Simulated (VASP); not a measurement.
# BaTeH6 (R-3) in VASP: further runs

BaTeH6 is run at these levels: PBEsol, r2SCAN+rVV10; tasks: single point.

Everything below comes from runs of VASP 6.6.1. Logs are shortened: lines on timing, memory, paths and dates and some standing lists are left out, and cuts for length are marked.

### Step 1. The cell of the first run

The structure is trigonal, space group R-3 (No. 148). Conventional cell: a = 6.923 Å, b = 6.923 Å, c = 7.532 Å, α = 90.00°, β = 90.00°, γ = 120.00°. Ba (site symmetry -3) has 12 H at 2.63 to 2.72 Å within 3.5 Å. Te (site symmetry -3) has 6 H at 1.98 Å within 2.6 Å. H (site symmetry 1) has 1 Te at 1.98 Å and 3 H at 2.39 to 2.52 Å within 2.6 Å.

### Step 2. Single point, PBEsol

Contents of INCAR:

```
SYSTEM = BaTeH6
ALGO = Normal
EDIFF = 1E-7
ENCUT = 520
GGA = PS
ISIF = 2
ISMEAR = -1
LASPH = .TRUE.
LCHARG = .FALSE.
LREAL = .FALSE.
LWAVE = .FALSE.
NBANDS = 21
NELM = 100
PREC = Accurate
SIGMA = 0.03
```

Contents of KPOINTS:

```
k-points
0
G
  4 4 4
  0 0 0
```

Contents of POSCAR:

```
BaTeH6
1.0
    3.4617271953      1.9986291281      2.5107136023
   -3.4617271953      1.9986291281      2.5107136023
    0.0000000000     -3.9972582561      2.5107136023
Ba Te H
1 1 6
Direct
    0.0000000000      0.0000000000      0.0000000000
    0.5000000000      0.5000000000      0.5000000000
    0.5412553451      0.2060506765      0.1880396175
    0.2060506765      0.1880396175      0.5412553451
    0.8119603825      0.4587446549      0.7939493235
    0.7939493235      0.8119603825      0.4587446549
    0.4587446549      0.7939493235      0.8119603825
    0.1880396175      0.5412553451      0.2060506765
```

Potentials or basis: VASP PAW PBE potentials, release 64 (Ba_sv, Te, H).

Started as:

```bash
$ cat potpaw_PBE.64/Ba_sv/POTCAR potpaw_PBE.64/Te/POTCAR potpaw_PBE.64/H/POTCAR > POTCAR
$ mpirun -np 1 vasp_std > vasp.out
```

OUTCAR:

```text
SYSTEM = BaTeH6
   EDIFF = 1E-7
   ENCUT = 520
   GGA = PS
   ISIF = 2
   ISMEAR = -1
   LASPH = .TRUE.
   LREAL = .FALSE.
   NELM = 100
   PREC = Accurate

 ion  position               nearest neighbor table
   1  0.000  0.000  0.000-   4 2.63   6 2.63   3 2.63   7 2.63   5 2.63   8 2.63   4 2.72   6 2.72
                             8 2.72   5 2.72   3 2.72   7 2.72   2 3.77   2 3.77   2 4.19   2 4.19
   2  0.500  0.500  0.500-   3 1.98   7 1.98   5 1.98   8 1.98   4 1.98   6 1.98   1 3.77   1 3.77
                             1 4.19   1 4.19   1 4.19   1 4.19   1 4.19   1 4.19
   3  0.541  0.206  0.188-   2 1.98   1 2.63   1 2.72
   4  0.206  0.188  0.541-   2 1.98   1 2.63   1 2.72
   5  0.812  0.459  0.794-   2 1.98   1 2.63   1 2.72
   6  0.794  0.812  0.459-   2 1.98   1 2.63   1 2.72
   7  0.459  0.794  0.812-   2 1.98   1 2.63   1 2.72
   8  0.188  0.541  0.206-   2 1.98   1 2.63   1 2.72

  LATTYP: Found a trigonal (rhomboedric) cell.
 ALAT       =     4.7203555331
 COS(alpha) =    -0.0756382918

  Lattice vectors:

 A1 = (   3.4617271953,   1.9986291281,   2.5107136023)
 A2 = (  -3.4617271953,   1.9986291281,   2.5107136023)
 A3 = (   0.0000000000,  -3.9972582561,   2.5107136023)

Analysis of symmetry for initial positions (statically):
=====================================================================
 Subroutine PRICEL returns:
 Original cell was already a primitive cell.

 Routine SETGRP: Setting up the symmetry group for a
 trigonal (rhombohedral) supercell.

 Subroutine GETGRP returns: Found  6 space group operations
 (whereof  6 operations were pure point group operations)
 out of a pool of 12 trial point group operations.

The static configuration has the point symmetry S_6 .

Analysis of symmetry for dynamics (positions and initial velocities):
=====================================================================
 Subroutine PRICEL returns:
 Original cell was already a primitive cell.

 Routine SETGRP: Setting up the symmetry group for a
 trigonal (rhombohedral) supercell.

 Subroutine GETGRP returns: Found  6 space group operations
 (whereof  6 operations were pure point group operations)
 out of a pool of 12 trial point group operations.

The dynamic configuration has the point symmetry S_6 .

 Subroutine INISYM returns: Found  6 space group operations
 (whereof  6 operations are pure point group operations),
 and found     1 'primitive' translations

----------------------------------------------------------------------------------------

                                     Primitive cell

  volume of cell :     104.2254

  direct lattice vectors                    reciprocal lattice vectors
     3.461727195  1.998629128  2.510713602     0.144436569  0.083390492  0.132764379
    -3.461727195  1.998629128  2.510713602    -0.144436569  0.083390492  0.132764379
     0.000000000 -3.997258256  2.510713602     0.000000000 -0.166780984  0.132764379

  length of vectors
     4.720355533  4.720355533  4.720355533     0.213171943  0.213171943  0.213171943

  position of ions in fractional coordinates (direct lattice)
     0.000000000  0.000000000  0.000000000
     0.500000000  0.500000000  0.500000000
     0.541255345  0.206050676  0.188039618
     0.206050676  0.188039618  0.541255345
     0.811960382  0.458744655  0.793949324
     0.793949324  0.811960382  0.458744655
     0.458744655  0.793949324  0.811960382
     0.188039618  0.541255345  0.206050676

  ion indices of the primitive-cell ions
   primitive index   ion index
                 1           1
                 2           2
                 3           3
                 4           4
                 5           5
                 6           6
                 7           7
                 8           8

----------------------------------------------------------------------------------------

 KPOINTS: k-points

Automatic generation of k-mesh.
 Grid dimensions read from file:
 generate k-points for:    4    4    4

 Generating k-lattice:

  Cartesian coordinates                     Fractional coordinates (reciprocal lattice)
     0.036109142  0.020847623  0.033191095     0.250000000  0.000000000  0.000000000
    -0.036109142  0.020847623  0.033191095     0.000000000  0.250000000  0.000000000
     0.000000000 -0.041695246  0.033191095     0.000000000  0.000000000  0.250000000

  Length of vectors
     0.053292986  0.053292986  0.053292986

  Shift w.r.t. Gamma in fractional coordinates (k-lattice)
     0.000000000  0.000000000  0.000000000

 Subroutine IBZKPT returns following result:
 ===========================================

 Found     14 irreducible k-points:

 Following reciprocal coordinates:
            Coordinates               Weight
  0.000000  0.000000  0.000000      1.000000
  0.250000  0.000000  0.000000      6.000000
  0.500000  0.000000  0.000000      3.000000
  0.250000  0.250000  0.000000      6.000000
  0.500000  0.250000 -0.000000      6.000000
  0.500000  0.000000 -0.250000      6.000000
 -0.250000  0.250000  0.000000      6.000000
  0.500000  0.500000  0.000000      3.000000
  0.250000  0.250000  0.250000      2.000000
  0.500000  0.250000  0.250000      6.000000
 -0.250000  0.250000  0.250000      6.000000
  0.500000  0.500000  0.250000      6.000000
 -0.250000  0.500000  0.250000      6.000000
  0.500000  0.500000  0.500000      1.000000
   k-points           NKPTS =     14   k-points in BZ     NKDIM =     14   number of bands    NBANDS=     21
   number of dos      NEDOS =    301   number of ions     NIONS =      8
   total plane-waves  NPLWV =  46656
   dimension x,y,z NGX =    36 NGY =   36 NGZ =   36
   dimension x,y,z NGXF=    72 NGYF=   72 NGZF=   72
   ions per type =               1   1   6
   NGX,Y,Z   is equivalent  to a cutoff of  12.68, 12.68, 12.68 a.u.
   NGXF,Y,Z  is equivalent  to a cutoff of  25.36, 25.36, 25.36 a.u.
 SYSTEM =  BaTeH6
   PREC   = accura    normal or accurate (medium, high low for compatibility)
   ISTART =      0    job   : 0-new  1-cont  2-samecut
   ICHARG =      2    charge: 1-file 2-atom 10-const
   ISPIN  =      1    spin polarized calculation?
   LNONCOLLINEAR =      F non collinear calculations
   LSORBIT =      F    spin-orbit coupling
   LASPH  =      T    aspherical Exc in radial PAW
   ENCUT  =  520.0 eV  38.22 Ry    6.18 a.u.   8.78  8.78  8.78*2*pi/ulx,y,z
   NELM   =    100;   NELMIN=  2; NELMDL= -5     # of ELM steps
   EDIFF  = 0.1E-06   stopping-criterion for ELM
   LREAL  =      F    real-space projection
   EDIFFG = 0.1E-05   stopping-criterion for IOM
   NSW    =      0    number of steps for IOM
   IBRION =     -1    ionic relax: 0-MD 1-quasi-New 2-CG
   NFREE  =      0    steps in history (QN), initial steepest desc. (CG)
   ISIF   =      2    stress and relaxation
   ISYM   =      2    0-nonsym 1-usesym 2-fastsym
   POTIM  = 0.5000    time-step for ionic-motion
   TEBEG  =    0.0;   TEEND  =   0.0 temperature during run
   PSTRESS=    0.0 pullay stress
   NELECT =      22.0000    total number of electrons
   NUPDOWN=      -1.0000    fix difference up-down
   EMIN   =  10.00;   EMAX   =-10.00  energy-range for DOS
   EFERMI =   0.00;   METHOD = LEGACY
   ISMEAR =    -1;   SIGMA  =   0.03  broadening in eV -4-tet -1-fermi 0-gaus
   EFERMI_NEDOS =   21; number of points for ismear=-14 and -15
   IALGO  =     38    algorithm
   IMIX   =      4    mixing-type and parameters
     AMIX     =   0.40;   BMIX     =  1.00
     AMIX_MAG =   1.60;   BMIX_MAG =  1.00
  volume/ion in A,a.u.               =      13.03        87.92
  Fermi-wavevector in a.u.,A,eV,Ry     =   0.974745  1.842002 12.927287  0.950129
  Thomas-Fermi vector in A             =   2.105230
   LORBIT       =      0    0 simple, 1 ext, 2 COOP (PROOUT), +10 PAW based schemes
   GGA     = PS    functional components
   LHFCALC =     F    Hartree Fock is set to
   AEXX    =    0.0000 exact exchange contribution
   IVDW    =     0    specifies the selected vdW correction
   LEPSILON=     F    determine dielectric tensor
   LRPA    =     F    only Hartree local field effects (RPA)
 non-spin polarized calculation
  energy-cutoff  :      520.00
  volume of cell :      104.23
 maximum number of plane-waves:      2824
   NGX = 17   NGY = 17   NGZ = 17

 number of electron      22.0000001 magnetization

 Free energy of the ion-electron system (eV)
  ---------------------------------------------------
  ext. energy  EPLUGINS =         0.00000000
  ---------------------------------------------------
  free energy    TOTEN  =       -23.74581387 eV

  energy without entropy =      -23.74519746  energy(sigma->0) =      -23.74550566

 E-fermi :   2.8436     XC(G=0):  -8.9611

 val. band max:        2.7311059340   @ k =   0.5000   0.0000   0.0000
 cond. band min:       2.9560287479   @ k =   0.5000   0.0000   0.0000
 fundamental gap:      0.2249228139
 Fermi energy:         2.8435740921

 k-point     1 :       0.0000    0.0000    0.0000
  band No.  band energies     occupation
      1     -24.4222      2.00000
      2     -10.3362      2.00000
      3      -9.7625      2.00000
      4      -9.6431      2.00000
      5      -9.6431      2.00000
      6      -3.0364      2.00000
[... 13 lines left out ...]
     20       9.5365      0.00000
     21       9.5365      0.00000

 k-point     2 :       0.2500    0.0000    0.0000
  band No.  band energies     occupation
      1     -24.4168      2.00000
      2     -10.5938      2.00000
      3      -9.6750      2.00000
      4      -9.6311      2.00000
      5      -9.4050      2.00000
      6      -3.7313      2.00000
[... 13 lines left out ...]
     20       9.5306      0.00000
     21       9.9538      0.00000
[... 247 lines left out ...]
      5      -9.2921      2.00000
      6      -4.0692      2.00000
[... 13 lines left out ...]
     20       9.5414      0.00000
     21      10.7639      0.00000

 k-point    14 :       0.5000    0.5000    0.5000
  band No.  band energies     occupation
      1     -24.3915      2.00000
      2     -10.2845      2.00000
      3      -9.8977      2.00000
      4      -9.8977      2.00000
      5      -9.3817      2.00000
      6      -4.3217      2.00000
[... 13 lines left out ...]
     20       9.3945      0.00000
     21      11.1424      0.00000

------------------------ aborting loop because EDIFF is reached ----------------------------------------

  FORCE on cell =-STRESS in cart. coord.  units (eV):
  Direction    XX          YY          ZZ          XY          YZ          ZX
  --------------------------------------------------------------------------------------
  -------------------------------------------------------------------------------------
  Total        0.1919082      0.1919082      0.3000287     -0.0000000      0.0000000     -0.0000000
  in kB        2.9500583      2.9500583      4.6121132     -0.0000001      0.0000000     -0.0000000
  external PRESSURE =       3.5040766 kB  Pullay stress =       0.0000000 kB

 VOLUME and BASIS-vectors are now :
 -----------------------------------------------------------------------------
  energy-cutoff  :      520.00
  volume of cell :      104.23
      direct lattice vectors                 reciprocal lattice vectors
     3.461727195  1.998629128  2.510713602     0.144436569  0.083390492  0.132764379
    -3.461727195  1.998629128  2.510713602    -0.144436569  0.083390492  0.132764379
     0.000000000 -3.997258256  2.510713602     0.000000000 -0.166780984  0.132764379

 POSITION                                       TOTAL-FORCE (eV/Angst)
 -----------------------------------------------------------------------------------
      0.00000      0.00000      0.00000        -0.000000      0.000000      0.000000
      0.00000      0.00000      3.76607        -0.000000      0.000000      0.000000
      1.16039      0.74194      2.34839        -0.005822     -0.002830      0.002642
      0.06235     -1.37590      2.34839         0.000460      0.006457      0.002642
      1.22274     -0.63395      5.18376        -0.005362      0.003627     -0.002642
     -0.06235      1.37590      5.18376        -0.000460     -0.006457     -0.002642
     -1.16039     -0.74194      5.18376         0.005822      0.002830     -0.002642
     -1.22274      0.63395      2.34839         0.005362     -0.003627      0.002642
 -----------------------------------------------------------------------------------
    total drift:                               -0.000000     -0.000000      0.000000

  FREE ENERGIE OF THE ION-ELECTRON SYSTEM (eV)
  ---------------------------------------------------
  free  energy   TOTEN  =       -23.7458138705 eV

  energy  without entropy=      -23.7451974560  energy(sigma->0) =      -23.74550566
```

It took 22 s on 1 thread of Intel Xeon 6975P-C (Granite Rapids), shared host; peak memory 0.22 GiB.

What came out:

```yaml
Free_energy: -23.7458 eV
Pressure: 0.4 GPa
Largest_force: 0.007 eV/Å
Band_gap_on_the_k_mesh: 0.22 eV, direct
```

Forces in eV/Å, atoms in the order of the input:
```
Ba   0.000  0.000  0.000
Te   0.000  0.000  0.000
H   -0.006 -0.003  0.003
H    0.000  0.006  0.003
H   -0.005  0.004 -0.003
H    0.000 -0.006 -0.003
H    0.006  0.003 -0.003
H    0.005 -0.004  0.003
```

Caveat: the PAW data sets were made with another functional, which shifts forces and pressure a little; spin-orbit coupling is left out, which moves the levels of the heavy elements.

### Step 3. Single point, r2SCAN+rVV10

This run uses another cell than the first one, of 13.88 Å³/atom, 1.065 times its volume.

Contents of POSCAR:

```
BaTeH6
1.0
    3.5450075009      2.0467110350      2.5503966790
   -3.5450075009      2.0467110350      2.5503966790
    0.0000000000     -4.0934220699      2.5503966790
Ba Te H
1 1 6
Direct
    0.0000000000      0.0000000000      0.0000000000
    0.5000000000      0.5000000000      0.5000000000
    0.5467119863      0.2176407787      0.1940704033
    0.2176407787      0.1940704033      0.5467119863
    0.8059295967      0.4532880137      0.7823592213
    0.7823592213      0.8059295967      0.4532880137
    0.4532880137      0.7823592213      0.8059295967
    0.1940704033      0.5467119863      0.2176407787
```

Contents of INCAR.step1:

```
SYSTEM = BaTeH6
  PREC = Accurate
  ENCUT = 520
  ISMEAR = -1
  SIGMA = 0.03
  LREAL = .FALSE.
  LASPH = .TRUE.
  NELM = 80
  NBANDS = 21
  GGA = PE
  ALGO = Normal
  EDIFF = 1E-4
  LWAVE = .TRUE.
  LCHARG = .FALSE.
```

Contents of INCAR.step2:

```
SYSTEM = BaTeH6
  PREC = Accurate
  ENCUT = 520
  EDIFF = 1E-6
  ISMEAR = -1
  SIGMA = 0.03
  LREAL = .FALSE.
  LASPH = .TRUE.
  NELM = 80
  ALGO = Normal
  ISIF = 2
  LWAVE = .FALSE.
  LCHARG = .FALSE.
  METAGGA = R2SCAN
  LMIXTAU = .TRUE.
  LUSE_VDW = .TRUE.
  IVDW_NL = 2
  BPARAM = 11.95
  CPARAM = 0.0093
  NBANDS = 21
  ISTART = 1
```

Contents of KPOINTS:

```
regular mesh
0
G
  6 6 6
  0 0 0
```

Potentials or basis: VASP PAW PBE potentials, release 64 (Ba_sv, Te, H).

Started as:

```bash
$ cat potpaw_PBE.64/Ba_sv/POTCAR potpaw_PBE.64/Te/POTCAR potpaw_PBE.64/H/POTCAR > POTCAR
$ cp INCAR.step1 INCAR
$ mpirun -np 1 vasp_std > vasp.out
$ cp INCAR.step2 INCAR
$ mpirun -np 1 vasp_std > vasp.out
```

It took 2.6 min on 1 thread of Intel Xeon 6975P-C (Granite Rapids), shared host; peak memory 0.45 GiB.

The run converged. Its results:

| Item | Value |
| --- | --- |
| Free energy | -70.2557 eV |
| Pressure | 0.3 GPa |
| Largest force | 0.013 eV/Å |
| Band gap on the k mesh | 0.32 eV, direct |

Forces on the atoms (eV/Å):
```
Ba   0.000  0.000  0.000
Te   0.000  0.000  0.000
H   -0.008  0.000  0.011
H    0.004  0.007  0.011
H   -0.004  0.007 -0.011
H   -0.004 -0.007 -0.011
H    0.008  0.000 -0.011
H    0.004 -0.007  0.011
```

Levels at points of the mesh, in eV from the valence-band top:
```csv
k point,band 7,band 8,band 9,band 10,band 11,band 12,band 13,band 14,band 15,band 16
"(0.00, 0.00, 0.00)",-5.27,-5.27,-3.19,-3.19,-2.52,3.19,3.19,3.27,3.27,3.31
"(0.50, 0.00, 0.00)",-5.94,-5.37,-2.29,-2.13,0.00,0.32,1.77,3.09,3.79,3.81
"(0.50, 0.50, 0.00)",-6.05,-5.11,-3.82,-2.21,-0.95,2.09,2.23,2.51,4.81,4.95
"(0.50, 0.50, 0.50)",-6.00,-6.00,-2.97,-2.97,-0.14,3.52,3.52,3.56,4.99,4.99
```

Caveat: the PAW data sets were made with another functional, which shifts forces and pressure a little; spin-orbit coupling is left out, which moves the levels of the heavy elements.

(Continued in part 2 of 2.)
